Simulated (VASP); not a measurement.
Here is a VASP 6.6.1 calculation.

INCAR

```
SYSTEM = LiCl
ALGO     = Normal         ! electronic algorithm
EDIFF    = 1E-7           ! SCF threshold, eV
ENCUT    = 520            ! plane-wave cutoff, eV
GGA      = PE             ! functional
ISIF     = 2              ! what is computed and relaxed
ISMEAR   = 0              ! smearing method
LASPH    = .TRUE.         ! aspherical terms in the spheres
LCHARG   = .FALSE.        ! write CHGCAR
LREAL    = .FALSE.        ! projectors in reciprocal space
LWAVE    = .FALSE.        ! write WAVECAR
NBANDS   = 18             ! bands
NELM     = 60             ! most SCF steps
PREC     = Accurate       ! precision mode
SIGMA    = 0.1            ! smearing width, eV
```

File KPOINTS:

```
k-points
0
G
  6 6 4
  0 0 0
```

File POSCAR:

```
LiCl
1.0
    3.6076615462      0.0000000000      0.0000000000
   -1.8038307731      3.1243265473      0.0000000000
    0.0000000000      0.0000000000      6.0626442207
Li Cl
2 2
Direct
    0.0000000000      0.0000000000      0.5000000000
    0.0000000000      0.0000000000      0.0000000000
    0.6666666667      0.3333333333      0.2500000000
    0.3333333333      0.6666666667      0.7500000000
```

Potentials or basis: VASP PAW PBE potentials, release 64 (Li_sv, Cl).

Run with:

```console
$ cat potpaw_PBE.64/Li_sv/POTCAR potpaw_PBE.64/Cl/POTCAR > POTCAR
$ mpirun -np 1 vasp_std > vasp.out
```

Q: Predict the band gap on the k mesh.

A: 6.23 eV, direct.

 As with any semilocal functional, this PBE gap is likely too small.
